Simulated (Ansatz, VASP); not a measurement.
# RbCl in VASP and in Ansatz

File INCAR:

```
SYSTEM = RbCl
PREC = Accurate
ENCUT = 500
EDIFF = 1E-6
ISMEAR = 0
SIGMA = 0.01
LREAL = .False.
LASPH = .True.
NELM = 120
ALGO = Normal
ISIF = 2
LWAVE = .False.
LCHARG = .False.
GGA = PE
NBANDS = 15
GGA_COMPAT = .False.
```

KPOINTS

```
regular mesh
0
Gamma
  6 6 6
  0 0 0
```

File POSCAR:

```
RbCl
1.0
    0.0000000000      3.4138014694      3.4138014694
    3.4138014694      0.0000000000      3.4138014694
    3.4138014694      3.4138014694      0.0000000000
Rb Cl
1 1
Direct
    0.0000000000      0.0000000000      0.0000000000
    0.5000000000      0.5000000000      0.5000000000
```

Input for Ansatz:

```yaml
crystal:
  lattice:
    - [0.0, 3.4138014694, 3.4138014694]
    - [3.4138014694, 0.0, 3.4138014694]
    - [3.4138014694, 3.4138014694, 0.0]
  atoms:
    - { symbol: Rb, position: [0.0, 0.0, 0.0] }
    - { symbol: Cl, position: [0.5, 0.5, 0.5] }
kpoints:
  mp_grid: { grid: [6, 6, 6] }
hamiltonian:
  xc: pbe
scf:
  occupations: { method: fixed }
  n_extra_bands: 4
output:
  forces: true
  stress: true
  eigenvalues: true
```

Alike in both runs: task single point; functional PBE; k mesh 6 × 6 × 6; no spin polarisation.

|  | VASP | Ansatz |
| --- | --- | --- |
| version | VASP 6.6.1 | Ansatz 0.2.0 |
| potentials or method | VASP PAW PBE potentials, release 64 (Rb_sv, Cl) | plane waves, PAW |
| plane-wave cutoff (eV) | 500 | 420 |
| occupations | gaussian, width 0.01 eV | fixed |
| valence electrons in the cell | 16 | 16 |

|  | VASP | Ansatz | Ansatz less VASP |
| --- | --- | --- | --- |
| gap on the k mesh at the Fermi level (eV) | 4.66 | 4.67 | +0.002 |
| pressure (GPa) | -0.7 | -0.7 | +0.01 |
